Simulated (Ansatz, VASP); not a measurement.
# As: VASP beside Ansatz

```
As
1.0
     7.74200    0.00000    0.00000
     0.00000    6.40834    0.00000
     0.00000    0.00000    3.24041
As
8
Direct
  0.12006 0.91683 0.62533
  0.37994 0.41683 0.87467
  0.62006 0.91683 0.37467
  0.87994 0.41683 0.12533
  0.12006 0.58317 0.87467
  0.37994 0.08317 0.62533
  0.62006 0.58317 0.12533
  0.87994 0.08317 0.37467
```

Alike in both runs: task relaxation of cell and atoms; functional PBE; k mesh 2 × 4 × 6; occupations gaussian, width 0.1 eV; no spin polarisation.

```csv
,VASP,Ansatz
version,VASP 6.6.1,Ansatz 0.2.0
potentials or method,"VASP PAW PBE potentials, release 64 (As), cutoff 600 eV","scalar-relativistic, plane waves, PAW"
valence electrons in the cell,40,120
```

Ansatz gave:

- gap on the k mesh at the Fermi level, each at its own relaxed structure (eV): none
- relaxed volume (Å³/atom): 27.59
- relaxed length of the cell vector where the two differ most in proportion (Å): 7.512

**Question.** What did VASP give for the same quantities?

**Answer.** gap on the k mesh at the Fermi level, each at its own relaxed structure (eV): none; relaxed volume (Å³/atom): 21.74; relaxed length of the cell vector where the two differ most in proportion (Å): 6.040.

A gap of «none» marks a metal or a gap that the smearing closes. One of these differences is far larger than is usual between the two programs; its cause wasn't traced. VASP's potentials hold 40 valence electrons a cell and Ansatz's 120, so a difference there can come from the potentials and not from the codes.

The k mesh is coarse, so the values compare programs but aren't converged.
